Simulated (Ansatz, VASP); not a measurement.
**Two plane-wave programs on Sn**

```
Sn
1.0
     5.14630    0.00000    0.00000
    -2.57315    4.45683    0.00000
     0.00000    0.00000    5.58850
Sn
4
Direct
  0.00000 0.00000 0.25000
  0.00000 0.00000 0.75000
  0.33333 0.66667 0.75000
  0.66667 0.33333 0.25000
```

Alike in both runs: functional PBEsol; k mesh 6 × 6 × 2; occupations gaussian, width 0.1 eV; no spin polarisation.

Ansatz relaxed the structure, and its values are those at the end. VASP's run is a single point on that final structure, the one shown.

|  | VASP | Ansatz |
| --- | --- | --- |
| version | VASP 6.6.1 | Ansatz 0.2.0 |
| potentials or method | VASP PAW PBE potentials, release 64 (Sn_d), cutoff 520 eV | scalar-relativistic, plane waves, PAW |
| valence electrons in the cell | 56 | 56 |

|  | VASP | Ansatz | Ansatz less VASP |
| --- | --- | --- | --- |
| gap on the k mesh at the Fermi level (eV) | none | none | - |
| pressure (GPa) | 0.1 | 0.1 | +0.09 |

VASP's potentials were made for PBE, not for PBEsol. A gap of «none» marks a metal or a gap that the smearing closes.

The k mesh is coarse, so the values compare programs but aren't converged.
